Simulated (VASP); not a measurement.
# SiO2 (Pnnm) in VASP: single point with r2SCAN

Aim: the single point of SiO2 with r2SCAN.

All numbers are computed with VASP 6.6.1; they aren't measurements. Logs are shortened: lines on timing, memory, paths and dates and some standing lists are left out, and cuts for length are marked.

### Step 1. The cell of the first run

Symmetry: Pnnm, No. 58, orthorhombic system. The conventional cell has a = 4.185 Å, b = 4.185 Å, c = 2.669 Å, α = 90.00°, β = 90.00°, γ = 90.00°. Within 2.3 Å of Si (site symmetry 2/m) lie 6 O at 1.76 to 1.81 Å. Within 2.3 Å of O (site symmetry m) lie 3 Si at 1.76 to 1.81 Å and 1 O at 2.30 Å.

### Step 2. Single point, r2SCAN (mode 4 (232.3 1/cm) frozen in, largest displacement +0.025 Å)

File POSCAR:

```
SiO2
1.0
    4.1854060762      0.0000000000      0.0000000000
    0.0000000000      4.1854060762      0.0000000000
    0.0000000000      0.0000000000      2.6687449733
Si O
2 4
Direct
    0.5000000000      0.5000000000      0.5000000000
    0.0000000000      0.0000000000      0.0000000000
    0.6981088464      0.6896615564      0.0000000000
    0.1981088464      0.8103384436      0.5000000000
    0.3018911536      0.3103384436      0.0000000000
    0.8018911536      0.1896615564      0.5000000000
```

File INCAR.step1:

```
SYSTEM = SiO2
  PREC = Accurate
  ENCUT = 520
  ISMEAR = 0
  SIGMA = 0.05
  LREAL = .FALSE.
  LASPH = .TRUE.
  NELM = 100
  NBANDS = 25
  GGA = PE
  ALGO = Normal
  EDIFF = 1E-4
  LWAVE = .TRUE.
  LCHARG = .FALSE.
```

File INCAR.step2:

```
SYSTEM = SiO2
  PREC = Accurate
  ENCUT = 520
  EDIFF = 1E-6
  ISMEAR = 0
  SIGMA = 0.05
  LREAL = .FALSE.
  LASPH = .TRUE.
  NELM = 100
  ALGO = Normal
  ISIF = 2
  LWAVE = .FALSE.
  LCHARG = .FALSE.
  METAGGA = R2SCAN
  LMIXTAU = .TRUE.
  NBANDS = 25
  ISTART = 1
```

File KPOINTS:

```
Automatic mesh
0
G
  6 6 8
  0 0 0
```

Potentials or basis: VASP PAW PBE potentials, release 64 (Si, O).

The run is started by

```
> cat potpaw_PBE.64/Si/POTCAR potpaw_PBE.64/O/POTCAR > POTCAR
> cp INCAR.step1 INCAR
> mpirun -np 1 vasp_std > vasp.out
> cp INCAR.step2 INCAR
> mpirun -np 1 vasp_std > vasp.out
```

OUTCAR:

```text
SYSTEM = SiO2
   PREC = Accurate
   ENCUT = 520
   EDIFF = 1E-6
   ISMEAR = 0
   LREAL = .FALSE.
   LASPH = .TRUE.
   NELM = 100
   ISIF = 2
   METAGGA = R2SCAN
   ISTART = 1

 ion  position               nearest neighbor table
   1  0.500  0.500  0.500-   3 1.76   5 1.76   3 1.76   5 1.76   4 1.81   6 1.81
   2  0.000  0.000  0.000-   4 1.76   6 1.76   4 1.76   6 1.76   5 1.81   3 1.81
   3  0.698  0.690  0.000-   1 1.76   1 1.76   2 1.81
   4  0.198  0.810  0.500-   2 1.76   2 1.76   1 1.81
   5  0.302  0.310  0.000-   1 1.76   1 1.76   2 1.81
   6  0.802  0.190  0.500-   2 1.76   2 1.76   1 1.81

  LATTYP: Found a simple tetragonal cell.
 ALAT       =     4.1854060762
 C/A-ratio  =     0.6376310744

  Lattice vectors:

 A1 = (   4.1854060762,   0.0000000000,   0.0000000000)
 A2 = (   0.0000000000,   4.1854060762,   0.0000000000)
 A3 = (   0.0000000000,   0.0000000000,   2.6687449733)

Analysis of symmetry for initial positions (statically):
=====================================================================
 Subroutine PRICEL returns:
 Original cell was already a primitive cell.

 Routine SETGRP: Setting up the symmetry group for a
 simple tetragonal supercell.

 Subroutine GETGRP returns: Found  8 space group operations
 (whereof  4 operations were pure point group operations)
 out of a pool of 16 trial point group operations.

The static configuration has the point symmetry C_2h.
 The point group associated with its full space group is D_2h.

Analysis of symmetry for dynamics (positions and initial velocities):
=====================================================================
 Subroutine PRICEL returns:
 Original cell was already a primitive cell.

 Routine SETGRP: Setting up the symmetry group for a
 simple tetragonal supercell.

 Subroutine GETGRP returns: Found  8 space group operations
 (whereof  4 operations were pure point group operations)
 out of a pool of 16 trial point group operations.

The dynamic configuration has the point symmetry C_2h.
 The point group associated with its full space group is D_2h.

 Subroutine INISYM returns: Found  8 space group operations
 (whereof  4 operations are pure point group operations),
 and found     1 'primitive' translations

----------------------------------------------------------------------------------------

                                     Primitive cell

  volume of cell :      46.7501

  direct lattice vectors                    reciprocal lattice vectors
     4.185406076  0.000000000  0.000000000     0.238925443  0.000000000  0.000000000
     0.000000000  4.185406076  0.000000000     0.000000000  0.238925443  0.000000000
     0.000000000  0.000000000  2.668744973     0.000000000  0.000000000  0.374707966

  length of vectors
     4.185406076  4.185406076  2.668744973     0.238925443  0.238925443  0.374707966

  position of ions in fractional coordinates (direct lattice)
     0.500000000  0.500000000  0.500000000
     0.000000000  0.000000000  0.000000000
     0.698108846  0.689661556  0.000000000
     0.198108846  0.810338444  0.500000000
     0.301891154  0.310338444  0.000000000
     0.801891154  0.189661556  0.500000000

  ion indices of the primitive-cell ions
   primitive index   ion index
                 1           1
                 2           2
                 3           3
                 4           4
                 5           5
                 6           6

----------------------------------------------------------------------------------------

 KPOINTS: Automatic mesh

Automatic generation of k-mesh.
 Grid dimensions read from file:
 generate k-points for:    6    6    8

 Generating k-lattice:

  Cartesian coordinates                     Fractional coordinates (reciprocal lattice)
     0.039820907  0.000000000  0.000000000     0.166666667  0.000000000  0.000000000
     0.000000000  0.039820907  0.000000000     0.000000000  0.166666667  0.000000000
     0.000000000  0.000000000  0.046838496     0.000000000  0.000000000  0.125000000

  Length of vectors
     0.039820907  0.039820907  0.046838496

  Shift w.r.t. Gamma in fractional coordinates (k-lattice)
     0.000000000  0.000000000  0.000000000

 Subroutine IBZKPT returns following result:
 ===========================================

 Found     80 irreducible k-points:

 Following reciprocal coordinates:
            Coordinates               Weight
  0.000000  0.000000  0.000000      1.000000
  0.166667  0.000000  0.000000      2.000000
  0.000000  0.166667  0.000000      2.000000
  0.333333  0.000000  0.000000      2.000000
  0.000000  0.333333  0.000000      2.000000
  0.500000  0.000000  0.000000      1.000000
[... 16 lines left out ...]
  0.000000  0.500000  0.125000      2.000000
  0.166667  0.166667  0.125000      8.000000
 [... further k-points ...]
   k-points           NKPTS =     80   k-points in BZ     NKDIM =     80   number of bands    NBANDS=     25
   number of dos      NEDOS =    301   number of ions     NIONS =      6
   total plane-waves  NPLWV =  20480
   dimension x,y,z NGX =    32 NGY =   32 NGZ =   20
   dimension x,y,z NGXF=    64 NGYF=   64 NGZF=   40
   ions per type =               2   4
   NGX,Y,Z   is equivalent  to a cutoff of  12.71, 12.71, 12.46 a.u.
   NGXF,Y,Z  is equivalent  to a cutoff of  25.42, 25.42, 24.92 a.u.
 SYSTEM =  SiO2
   PREC   = accura    normal or accurate (medium, high low for compatibility)
   ISTART =      1    job   : 0-new  1-cont  2-samecut
   ICHARG =      0    charge: 1-file 2-atom 10-const
   ISPIN  =      1    spin polarized calculation?
   LNONCOLLINEAR =      F non collinear calculations
   LSORBIT =      F    spin-orbit coupling
   LASPH  =      T    aspherical Exc in radial PAW
   ENCUT  =  520.0 eV  38.22 Ry    6.18 a.u.   7.78  7.78  4.96*2*pi/ulx,y,z
   NELM   =    100;   NELMIN=  2; NELMDL=  0     # of ELM steps
   EDIFF  = 0.1E-05   stopping-criterion for ELM
   LREAL  =      F    real-space projection
   EDIFFG = 0.1E-04   stopping-criterion for IOM
   NSW    =      0    number of steps for IOM
   IBRION =     -1    ionic relax: 0-MD 1-quasi-New 2-CG
   NFREE  =      0    steps in history (QN), initial steepest desc. (CG)
   ISIF   =      2    stress and relaxation
   ISYM   =      2    0-nonsym 1-usesym 2-fastsym
   POTIM  = 0.5000    time-step for ionic-motion
   TEBEG  =    0.0;   TEEND  =   0.0 temperature during run
   PSTRESS=    0.0 pullay stress
   NELECT =      32.0000    total number of electrons
   NUPDOWN=      -1.0000    fix difference up-down
   EMIN   =  10.00;   EMAX   =-10.00  energy-range for DOS
   EFERMI =   0.00;   METHOD = LEGACY
   ISMEAR =     0;   SIGMA  =   0.05  broadening in eV -4-tet -1-fermi 0-gaus
   EFERMI_NEDOS =   21; number of points for ismear=-14 and -15
   IALGO  =     38    algorithm
   IMIX   =      4    mixing-type and parameters
     AMIX     =   0.40;   BMIX     =  1.00
     AMIX_MAG =   1.60;   BMIX_MAG =  1.00
  volume/ion in A,a.u.               =       7.79        52.58
  Fermi-wavevector in a.u.,A,eV,Ry     =   1.442771  2.726442 28.321726  2.081588
  Thomas-Fermi vector in A             =   2.561254
   LORBIT       =      0    0 simple, 1 ext, 2 COOP (PROOUT), +10 PAW based schemes
   METAGGA = R2SCAN    functional components
   LHFCALC =     F    Hartree Fock is set to
   AEXX    =    0.0000 exact exchange contribution
   IVDW    =     0    specifies the selected vdW correction
   LEPSILON=     F    determine dielectric tensor
   LRPA    =     F    only Hartree local field effects (RPA)
 non-spin polarized calculation
 Gauss-broadening in eV      SIGMA  =   0.05
  energy-cutoff  :      520.00
  volume of cell :       46.75
 maximum number of plane-waves:      1282
   NGX = 15   NGY = 15   NGZ =  9

 number of electron      31.9999990 magnetization

 Free energy of the ion-electron system (eV)
  ---------------------------------------------------
  ext. energy  EPLUGINS =         0.00000000
  ---------------------------------------------------
  free energy    TOTEN  =       -58.78161674 eV

  energy without entropy =      -58.78161674  energy(sigma->0) =      -58.78161674

 E-fermi :   7.9990     XC(G=0): -12.8668

 val. band max:        7.7810518237   @ k =   0.0000   0.0000   0.0000
 cond. band min:      14.2919848298   @ k =   0.0000   0.0000   0.0000
 fundamental gap:      6.5109330061
 Fermi energy:         7.9989609030

 k-point     1 :       0.0000    0.0000    0.0000
  band No.  band energies     occupation
      1     -15.7421      2.00000
      2     -12.1902      2.00000
      3     -12.1277      2.00000
      4     -11.9009      2.00000
      5      -3.2413      2.00000
      6       1.1812      2.00000
[... 17 lines left out ...]
     24      23.4477      0.00000
     25      24.7658      0.00000

 k-point     2 :       0.1667    0.0000    0.0000
  band No.  band energies     occupation
      1     -15.5961      2.00000
      2     -12.8029      2.00000
      3     -12.0584      2.00000
      4     -11.5891      2.00000
      5      -3.0338      2.00000
      6       0.4541      2.00000
[... 17 lines left out ...]
     24      22.8042      0.00000
     25      24.5631      0.00000

 k-point     3 :       0.0000    0.1667    0.0000
  band No.  band energies     occupation
      1     -15.5955      2.00000
      2     -12.7760      2.00000
      3     -12.1154      2.00000
      4     -11.5632      2.00000
      5      -3.0354      2.00000
      6       0.6032      2.00000
[... 17 lines left out ...]
     24      22.6412      0.00000
     25      24.6029      0.00000

 k-point     4 :       0.3333    0.0000    0.0000
  band No.  band energies     occupation
      1     -15.1700      2.00000
      2     -13.6705      2.00000
      3     -11.8738      2.00000
      4     -11.5011      2.00000
      5      -2.4799      2.00000
      6      -0.6613      2.00000
[... 17 lines left out ...]
     24      22.9570      0.00000
     25      24.0580      0.00000
[... 477 lines left out ...]
 k-point    22 :       0.5000    0.0000    0.1250
  band No.  band energies     occupation
      1     -14.3254      2.00000
      2     -14.3254      2.00000
      3     -11.5969      2.00000
      4     -11.5969      2.00000
      5      -1.5004      2.00000
      6      -1.5004      2.00000
[... 17 lines left out ...]
     24      21.6817      0.00000
     25      23.5893      0.00000

 k-point    23 :       0.0000    0.5000    0.1250
  band No.  band energies     occupation
      1     -14.3201      2.00000
      2     -14.3201      2.00000
      3     -11.6095      2.00000
      4     -11.6095      2.00000
      5      -1.4479      2.00000
      6      -1.4479      2.00000
[... 17 lines left out ...]
     24      21.6154      0.00000
     25      23.5510      0.00000

 k-point    24 :       0.1667    0.1667    0.1250
  band No.  band energies     occupation
      1     -15.2517      2.00000
      2     -12.8549      2.00000
      3     -12.1411      2.00000
      4     -11.4642      2.00000
      5      -2.6809      2.00000
      6       0.2767      2.00000
[... 17 lines left out ...]
     24      22.4200      0.00000
     25      23.4827      0.00000

 [... further k-points ...]
[... 5 lines left out ...]
  --------------------------------------------------------------------------------------
  -------------------------------------------------------------------------------------
  Total       -0.3630423      0.3693625      0.2746614     -0.0000000      0.0000000      0.0000000
  in kB      -12.4418655     12.6584657      9.4129527     -0.0000000      0.0000000      0.0000000
  external PRESSURE =       3.2098510 kB  Pullay stress =       0.0000000 kB

 VOLUME and BASIS-vectors are now :
 -----------------------------------------------------------------------------
  energy-cutoff  :      520.00
  volume of cell :       46.75
      direct lattice vectors                 reciprocal lattice vectors
     4.185406076  0.000000000  0.000000000     0.238925443  0.000000000  0.000000000
     0.000000000  4.185406076  0.000000000     0.000000000  0.238925443  0.000000000
     0.000000000  0.000000000  2.668744973     0.000000000  0.000000000  0.374707966

 POSITION                                       TOTAL-FORCE (eV/Angst)
 -----------------------------------------------------------------------------------
      2.09270      2.09270      1.33437         0.000000      0.000000      0.000000
      0.00000      0.00000      0.00000         0.000000      0.000000      0.000000
      2.92187      2.88651      0.00000        -0.043037      0.070454      0.000000
      0.82917      3.39160      1.33437        -0.043037     -0.070454      0.000000
      1.26354      1.29889      0.00000         0.043037     -0.070454     -0.000000
      3.35624      0.79381      1.33437         0.043037      0.070454     -0.000000
 -----------------------------------------------------------------------------------
    total drift:                                0.000000      0.000000     -0.000000

  FREE ENERGIE OF THE ION-ELECTRON SYSTEM (eV)
  ---------------------------------------------------
  free  energy   TOTEN  =       -58.7816167397 eV

  energy  without entropy=      -58.7816167397  energy(sigma->0) =      -58.78161674
```

Run time: 4.3 min. Hardware: 1 thread of AMD EPYC 9R45 (Zen 5), shared host; peak memory 0.16 GiB.

What came out:

- Free energy: -58.7816 eV
- Pressure: 0.3 GPa
- Largest force: 0.083 eV/Å
- Band gap on the k mesh: 6.51 eV, direct

Forces in eV/Å, atoms in the order of the input:
```
Si   0.000  0.000  0.000
Si   0.000  0.000  0.000
O   -0.043  0.070  0.000
O   -0.043 -0.070  0.000
O    0.043 -0.070  0.000
O    0.043  0.070  0.000
```

Levels at points of the mesh, in eV from the valence-band top:
| k point | band 14 | band 15 | band 16 | band 17 | band 18 | band 19 |
| --- | --- | --- | --- | --- | --- | --- |
| (0.00, 0.00, 0.00) | -0.90 | -0.85 | 0.00 | 6.51 | 7.64 | 9.47 |
| (0.50, 0.00, 0.00) | -2.70 | -1.02 | -1.02 | 8.66 | 8.66 | 10.02 |
| (0.00, 0.50, 0.00) | -2.72 | -1.12 | -1.12 | 8.74 | 8.74 | 10.09 |
| (0.50, 0.50, 0.00) | -2.68 | -2.31 | -2.31 | 8.40 | 8.40 | 11.05 |
| (0.00, 0.00, 0.50) | -3.10 | -2.70 | -2.70 | 10.13 | 10.13 | 13.74 |
| (0.50, 0.00, 0.50) | -2.35 | -1.76 | -1.76 | 9.87 | 9.87 | 10.88 |
| (0.00, 0.50, 0.50) | -2.25 | -1.83 | -1.83 | 9.75 | 9.75 | 10.88 |
| (0.50, 0.50, 0.50) | -1.78 | -1.59 | -1.59 | 8.16 | 8.16 | 12.00 |

Caveat: the cell differs from its parent crystal (mode 4 (232.3 1/cm) frozen in, largest displacement +0.025 Å); the PAW data sets were made with another functional, which shifts forces and pressure a little. A k mesh can miss the band edges.
